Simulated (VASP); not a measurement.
# LuGe3O (P4mm) in VASP: a series of runs

The runs below take LuGe3O through single point, with PBE.

All numbers are computed with VASP 6.6.1; they aren't measurements. Logs are shortened: lines on timing, memory, paths and dates and some standing lists are left out, and cuts for length are marked.

## 1. The cell of the first run

Symmetry: P4mm, No. 99, tetragonal system. The conventional cell has a = 4.066 Å, b = 4.066 Å, c = 5.151 Å, α = 90.00°, β = 90.00°, γ = 90.00°. Within 3.9 Å of Lu (site symmetry 4mm) lie 12 Ge at 2.93 to 3.28 Å and 4 O at 3.35 Å. Ge (site symmetry 2mm) has 2 O at 2.20 Å and 6 Ge at 2.87 Å within 2.9 Å. Ge (site symmetry 4mm) has 2 O at 2.28 to 2.87 Å and 4 Ge at 2.87 Å and 4 Lu at 2.93 Å within 3.0 Å. Within 2.9 Å of O (site symmetry 4mm) lie 6 Ge at 2.20 to 2.87 Å.

## 2. Single point, PBE

Contents of INCAR:

```
SYSTEM = LuGe3O
PREC     = Accurate       ! precision mode
ENCUT    = 520            ! plane-wave cutoff, eV
EDIFF    = 1E-6           ! SCF threshold, eV
ISMEAR   = 0              ! smearing method
SIGMA    = 0.1            ! smearing width, eV
LREAL    = .False.        ! projectors in reciprocal space
LASPH    = .True.         ! aspherical terms in the spheres
NELM     = 60             ! most SCF steps
ALGO     = Normal         ! electronic algorithm
ISIF     = 2              ! what is computed and relaxed
LWAVE    = .False.        ! write WAVECAR
LCHARG   = .False.        ! write CHGCAR
GGA      = PE             ! functional
NBANDS   = 44             ! bands
```

Contents of KPOINTS:

```
regular mesh
0
Gamma
  4 4 4
  0 0 0
```

Contents of POSCAR:

```
LuGe3O
1.0
    4.0658556000      0.0000000000      0.0000000000
    0.0000000000      4.0658556000      0.0000000000
    0.0000000000      0.0000000000      5.1507622600
Lu Ge O
1 3 1
Direct
    0.0000000000      0.0000000000      0.0000000000
    0.0000000000      0.5000000000      0.5000000000
    0.5000000000      0.0000000000      0.5000000000
    0.5000000000      0.5000000000      0.1076000000
    0.5000000000      0.5000000000      0.6650000200
```

Potentials or basis: VASP PAW PBE potentials, release 64 (Lu, Ge_d, O).

Started as:

```sh
$ cat potpaw_PBE.64/Lu/POTCAR potpaw_PBE.64/Ge_d/POTCAR potpaw_PBE.64/O/POTCAR > POTCAR
$ mpirun -np 1 vasp_std > vasp.out
```

OUTCAR:

```text
SYSTEM = LuGe3O
   PREC = Accurate
   ENCUT = 520
   EDIFF = 1E-6
   ISMEAR = 0
   LREAL = .False.
   LASPH = .True.
   NELM = 60
   ISIF = 2
   GGA = PE

 ion  position               nearest neighbor table
   1  0.000  0.000  0.000-   4 2.93   4 2.93   4 2.93   4 2.93   3 3.28   2 3.28   3 3.28   2 3.28
                             3 3.28   2 3.28   3 3.28   2 3.28
   2  0.000  0.500  0.500-   5 2.20   5 2.20   4 2.87   4 2.87   3 2.87   3 2.87   3 2.87   3 2.87
                             1 3.28   1 3.28   1 3.28   1 3.28
   3  0.500  0.000  0.500-   5 2.20   5 2.20   4 2.87   4 2.87   2 2.87   2 2.87   2 2.87   2 2.87
                             1 3.28   1 3.28   1 3.28   1 3.28
   4  0.500  0.500  0.108-   5 2.28   3 2.87   2 2.87   3 2.87   2 2.87   1 2.93   1 2.93   1 2.93
                             1 2.93
   5  0.500  0.500  0.665-   2 2.20   3 2.20   3 2.20   2 2.20   4 2.28

  LATTYP: Found a simple tetragonal cell.
 ALAT       =     4.0658556000
 C/A-ratio  =     1.2668335442

  Lattice vectors:

 A1 = (   4.0658556000,   0.0000000000,   0.0000000000)
 A2 = (   0.0000000000,   4.0658556000,   0.0000000000)
 A3 = (   0.0000000000,   0.0000000000,   5.1507622600)

Analysis of symmetry for initial positions (statically):
=====================================================================
 Subroutine PRICEL returns:
 Original cell was already a primitive cell.

 Routine SETGRP: Setting up the symmetry group for a
 simple tetragonal supercell.

 Subroutine GETGRP returns: Found  8 space group operations
 (whereof  8 operations were pure point group operations)
 out of a pool of 16 trial point group operations.

The static configuration has the point symmetry C_4v.

Analysis of symmetry for dynamics (positions and initial velocities):
=====================================================================
 Subroutine PRICEL returns:
 Original cell was already a primitive cell.

 Routine SETGRP: Setting up the symmetry group for a
 simple tetragonal supercell.

 Subroutine GETGRP returns: Found  8 space group operations
 (whereof  8 operations were pure point group operations)
 out of a pool of 16 trial point group operations.

The dynamic configuration has the point symmetry C_4v.

 Subroutine INISYM returns: Found  8 space group operations
 (whereof  8 operations are pure point group operations),
 and found     1 'primitive' translations

----------------------------------------------------------------------------------------

                                     Primitive cell

  volume of cell :      85.1482

  direct lattice vectors                    reciprocal lattice vectors
     4.065855600  0.000000000  0.000000000     0.245950692  0.000000000  0.000000000
     0.000000000  4.065855600  0.000000000     0.000000000  0.245950692  0.000000000
     0.000000000  0.000000000  5.150762260     0.000000000  0.000000000  0.194146021

  length of vectors
     4.065855600  4.065855600  5.150762260     0.245950692  0.245950692  0.194146021

  position of ions in fractional coordinates (direct lattice)
     0.000000000  0.000000000  0.000000000
     0.000000000  0.500000000  0.500000000
     0.500000000  0.000000000  0.500000000
     0.500000000  0.500000000  0.107600000
     0.500000000  0.500000000  0.665000020

  ion indices of the primitive-cell ions
   primitive index   ion index
                 1           1
                 2           2
                 3           3
                 4           4
                 5           5

----------------------------------------------------------------------------------------

 KPOINTS: regular mesh

Automatic generation of k-mesh.
 Grid dimensions read from file:
 generate k-points for:    4    4    4

 Generating k-lattice:

  Cartesian coordinates                     Fractional coordinates (reciprocal lattice)
     0.061487673  0.000000000  0.000000000     0.250000000  0.000000000  0.000000000
     0.000000000  0.061487673  0.000000000     0.000000000  0.250000000  0.000000000
     0.000000000  0.000000000  0.048536505     0.000000000  0.000000000  0.250000000

  Length of vectors
     0.061487673  0.061487673  0.048536505

  Shift w.r.t. Gamma in fractional coordinates (k-lattice)
     0.000000000  0.000000000  0.000000000

 Subroutine IBZKPT returns following result:
 ===========================================

 Found     18 irreducible k-points:

 Following reciprocal coordinates:
            Coordinates               Weight
  0.000000  0.000000  0.000000      1.000000
  0.250000  0.000000  0.000000      4.000000
  0.500000  0.000000  0.000000      2.000000
  0.250000  0.250000  0.000000      4.000000
  0.500000  0.250000  0.000000      4.000000
  0.500000  0.500000  0.000000      1.000000
[... 10 lines left out ...]
  0.500000  0.250000  0.500000      4.000000
  0.500000  0.500000  0.500000      1.000000
   k-points           NKPTS =     18   k-points in BZ     NKDIM =     18   number of bands    NBANDS=     44
   number of dos      NEDOS =    301   number of ions     NIONS =      5
   total plane-waves  NPLWV =  36000
   dimension x,y,z NGX =    30 NGY =   30 NGZ =   40
   dimension x,y,z NGXF=    60 NGYF=   60 NGZF=   80
   ions per type =               1   3   1
   NGX,Y,Z   is equivalent  to a cutoff of  12.27, 12.27, 12.91 a.u.
   NGXF,Y,Z  is equivalent  to a cutoff of  24.53, 24.53, 25.82 a.u.
 SYSTEM =  LuGe3O
   PREC   = accura    normal or accurate (medium, high low for compatibility)
   ISTART =      0    job   : 0-new  1-cont  2-samecut
   ICHARG =      2    charge: 1-file 2-atom 10-const
   ISPIN  =      1    spin polarized calculation?
   LNONCOLLINEAR =      F non collinear calculations
   LSORBIT =      F    spin-orbit coupling
   LASPH  =      T    aspherical Exc in radial PAW
   ENCUT  =  520.0 eV  38.22 Ry    6.18 a.u.   7.56  7.56  9.58*2*pi/ulx,y,z
   NELM   =     60;   NELMIN=  2; NELMDL= -5     # of ELM steps
   EDIFF  = 0.1E-05   stopping-criterion for ELM
   LREAL  =      F    real-space projection
   EDIFFG = 0.1E-04   stopping-criterion for IOM
   NSW    =      0    number of steps for IOM
   IBRION =     -1    ionic relax: 0-MD 1-quasi-New 2-CG
   NFREE  =      0    steps in history (QN), initial steepest desc. (CG)
   ISIF   =      2    stress and relaxation
   ISYM   =      2    0-nonsym 1-usesym 2-fastsym
   POTIM  = 0.5000    time-step for ionic-motion
   TEBEG  =    0.0;   TEEND  =   0.0 temperature during run
   PSTRESS=    0.0 pullay stress
   NELECT =      73.0000    total number of electrons
   NUPDOWN=      -1.0000    fix difference up-down
   EMIN   =  10.00;   EMAX   =-10.00  energy-range for DOS
   EFERMI =   0.00;   METHOD = LEGACY
   ISMEAR =     0;   SIGMA  =   0.10  broadening in eV -4-tet -1-fermi 0-gaus
   EFERMI_NEDOS =   21; number of points for ismear=-14 and -15
   IALGO  =     38    algorithm
   IMIX   =      4    mixing-type and parameters
     AMIX     =   0.40;   BMIX     =  1.00
     AMIX_MAG =   1.60;   BMIX_MAG =  1.00
  volume/ion in A,a.u.               =      17.03       114.92
  Fermi-wavevector in a.u.,A,eV,Ry     =   1.555216  2.938932 32.908358  2.418696
  Thomas-Fermi vector in A             =   2.659189
   LORBIT       =      0    0 simple, 1 ext, 2 COOP (PROOUT), +10 PAW based schemes
   GGA     = PE    functional components
   LHFCALC =     F    Hartree Fock is set to
   AEXX    =    0.0000 exact exchange contribution
   IVDW    =     0    specifies the selected vdW correction
   LEPSILON=     F    determine dielectric tensor
   LRPA    =     F    only Hartree local field effects (RPA)
 non-spin polarized calculation
 Gauss-broadening in eV      SIGMA  =   0.10
  energy-cutoff  :      520.00
  volume of cell :       85.15
 maximum number of plane-waves:      2323
   NGX = 15   NGY = 15   NGZ = 19

 number of electron      72.9999976 magnetization

 Free energy of the ion-electron system (eV)
  ---------------------------------------------------
  ext. energy  EPLUGINS =         0.00000000
  ---------------------------------------------------
  free energy    TOTEN  =       -23.91667294 eV

  energy without entropy =      -23.89987424  energy(sigma->0) =      -23.90827359

 E-fermi :   6.1912     XC(G=0): -11.5572

 val. band max:        6.1856581057   @ k =   0.5000   0.5000   0.5000
 cond. band min:       6.2152443923   @ k =   0.5000   0.0000   0.0000
 fundamental gap:      0.0295862867
 Fermi energy:         6.1911697053

 k-point     1 :       0.0000    0.0000    0.0000
  band No.  band energies     occupation
      1     -50.5935      2.00000
      2     -21.3087      2.00000
      3     -21.2253      2.00000
      4     -21.2253      2.00000
      5     -18.8147      2.00000
      6     -18.7768      2.00000
[... 36 lines left out ...]
     43       9.1945      0.00000
     44       9.1946      0.00000

 k-point     2 :       0.2500    0.0000    0.0000
  band No.  band energies     occupation
      1     -50.5930      2.00000
      2     -21.3064      2.00000
      3     -21.2576      2.00000
      4     -21.2271      2.00000
      5     -18.7861      2.00000
      6     -18.7496      2.00000
[... 36 lines left out ...]
     43      10.4570      0.00000
     44      10.6977      0.00000

 k-point     3 :       0.5000    0.0000    0.0000
  band No.  band energies     occupation
      1     -50.5925      2.00000
      2     -21.3040      2.00000
      3     -21.2896      2.00000
      4     -21.2289      2.00000
      5     -18.7412      2.00000
      6     -18.6994      2.00000
[... 36 lines left out ...]
     43      10.0459      0.00000
     44      11.9456      0.00000

 k-point     4 :       0.2500    0.2500    0.0000
  band No.  band energies     occupation
      1     -50.5925      2.00000
      2     -21.3046      2.00000
      3     -21.2591      2.00000
      4     -21.2511      2.00000
      5     -18.7695      2.00000
      6     -18.7308      2.00000
[... 600 lines left out ...]
     43       9.9922      0.00000
     44      10.4054      0.00000

 k-point    17 :       0.5000    0.2500    0.5000
  band No.  band energies     occupation
      1     -50.5920      2.00000
      2     -21.3042      2.00000
      3     -21.2813      2.00000
      4     -21.2521      2.00000
      5     -18.7378      2.00000
      6     -18.7178      2.00000
[... 36 lines left out ...]
     43      10.3955      0.00000
     44      11.3690      0.00000

 k-point    18 :       0.5000    0.5000    0.5000
  band No.  band energies     occupation
      1     -50.5916      2.00000
      2     -21.3010      2.00000
      3     -21.2745      2.00000
      4     -21.2745      2.00000
      5     -18.7353      2.00000
      6     -18.7316      2.00000
[... 36 lines left out ...]
     43      10.9407      0.00000
     44      10.9420      0.00000

------------------------ aborting loop because EDIFF is reached ----------------------------------------

  FORCE on cell =-STRESS in cart. coord.  units (eV):
  Direction    XX          YY          ZZ          XY          YZ          ZX
  --------------------------------------------------------------------------------------
  -------------------------------------------------------------------------------------
  Total        5.2509343      5.2509343      0.4830231      0.0000000      0.0000000      0.0000000
  in kB       98.8033713     98.8033713      9.0887265      0.0000000      0.0000000      0.0000000
  external PRESSURE =      68.8984897 kB  Pullay stress =       0.0000000 kB

 VOLUME and BASIS-vectors are now :
 -----------------------------------------------------------------------------
  energy-cutoff  :      520.00
  volume of cell :       85.15
      direct lattice vectors                 reciprocal lattice vectors
     4.065855600  0.000000000  0.000000000     0.245950692  0.000000000  0.000000000
     0.000000000  4.065855600  0.000000000     0.000000000  0.245950692  0.000000000
     0.000000000  0.000000000  5.150762260     0.000000000  0.000000000  0.194146021

 POSITION                                       TOTAL-FORCE (eV/Angst)
 -----------------------------------------------------------------------------------
      0.00000      0.00000      0.00000         0.000000      0.000000      0.345672
      0.00000      2.03293      2.57538         0.000000      0.000000     -0.046888
      2.03293      0.00000      2.57538         0.000000      0.000000     -0.046888
      2.03293      2.03293      0.55422        -0.000000     -0.000000     -0.798418
      2.03293      2.03293      3.42526         0.000000      0.000000      0.546521
 -----------------------------------------------------------------------------------
    total drift:                                0.000000      0.000000     -0.000078

  FREE ENERGIE OF THE ION-ELECTRON SYSTEM (eV)
  ---------------------------------------------------
  free  energy   TOTEN  =       -23.9166729373 eV

  energy  without entropy=      -23.8998742433  energy(sigma->0) =      -23.90827359
```

Wall time 36 s (1 thread of Intel Xeon 6975P-C (Granite Rapids), shared host); peak memory 0.22 GiB.

What came out:

```
Free energy   : -23.9167 eV
Pressure      : 6.9 GPa
Largest force : 0.798 eV/Å
```

Forces in eV/Å, atoms in the order of the input:
```
Lu   0.000  0.000  0.346
Ge   0.000  0.000 -0.047
Ge   0.000  0.000 -0.047
Ge   0.000  0.000 -0.798
O    0.000  0.000  0.547
```

Stress tensor (GPa, compression positive):
```
9.88 0.00 0.00
0.00 9.88 0.00
0.00 0.00 0.91
```

Caveat: the k points lie up to 0.39 Å⁻¹ apart; spin-orbit coupling is left out, which moves the levels of the heavy elements; an odd number of electrons without spin polarisation forces a metal; a magnetic or distorted state may lie lower.

(Continued in part 2 of 2.)
